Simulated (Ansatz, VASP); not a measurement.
## Ba in VASP and in Ansatz

INCAR

```
SYSTEM = Ba
PREC     = Accurate       ! precision mode
ENCUT    = 520            ! plane-wave cutoff, eV
EDIFF    = 1E-6           ! SCF threshold, eV
ISMEAR   = -1             ! smearing method
SIGMA    = 0.1            ! smearing width, eV
LREAL    = .FALSE.        ! projectors in reciprocal space
LASPH    = .TRUE.         ! aspherical terms in the spheres
NELM     = 100            ! most SCF steps
ALGO     = Normal         ! electronic algorithm
ISIF     = 2              ! what is computed and relaxed
LWAVE    = .FALSE.        ! write WAVECAR
LCHARG   = .FALSE.        ! write CHGCAR
GGA      = PS             ! functional
NBANDS   = 11             ! bands
```

The input KPOINTS:

```
Automatic mesh
0
G
  15 15 15
  0 0 0
```

POSCAR

```
Ba
1.0
   -2.4707968935      2.4707968935      2.4707968935
    2.4707968935     -2.4707968935      2.4707968935
    2.4707968935      2.4707968935     -2.4707968935
Ba
1
Direct
    0.0000000000      0.0000000000      0.0000000000
```

Input for Ansatz:

```yaml
crystal:
  lattice:
    - [-2.4707968935, 2.4707968935, 2.4707968935]
    - [2.4707968935, -2.4707968935, 2.4707968935]
    - [2.4707968935, 2.4707968935, -2.4707968935]
  atoms:
    - { symbol: Ba, position: [0.0, 0.0, 0.0] }
hamiltonian:
  xc: pbesol
  pseudopotentials:
    kind: paw
    azcp:
      Ba: "pseudopotentials/Ba.paw.azcp"
basis:
  ecutwfc: 420
  fft_grid_basis: typed
kpoints:
  mp_grid: { grid: [15, 15, 15], shift: [0, 0, 0] }
magnetization:
  spin_polarized: false
scf:
  occupations: { method: fermi_dirac, width: 0.1 }
output:
  stress: true
```

Alike in both runs: task single point; functional PBEsol; k mesh 15 × 15 × 15; occupations fermi-dirac, width 0.1 eV; no spin polarisation.

|  | VASP | Ansatz |
| --- | --- | --- |
| version | VASP 6.6.1 | Ansatz 0.2.0 |
| potentials or method | VASP PAW PBE potentials, release 64 (Ba_sv), cutoff 520 eV | plane waves (420 eV) with PAW, scalar-relativistic |
| valence electrons in the cell | 10 | 10 |

|  | VASP | Ansatz | Ansatz less VASP |
| --- | --- | --- | --- |
| pressure (GPa) | -0.2 | -0.3 | -0.07 |

VASP's potentials were made for PBE, not for PBEsol, and Ansatz warns of the same on its side. With one functional, cell and mesh, what is left measures potentials, basis and numerics.

Spin-orbit coupling is off throughout.
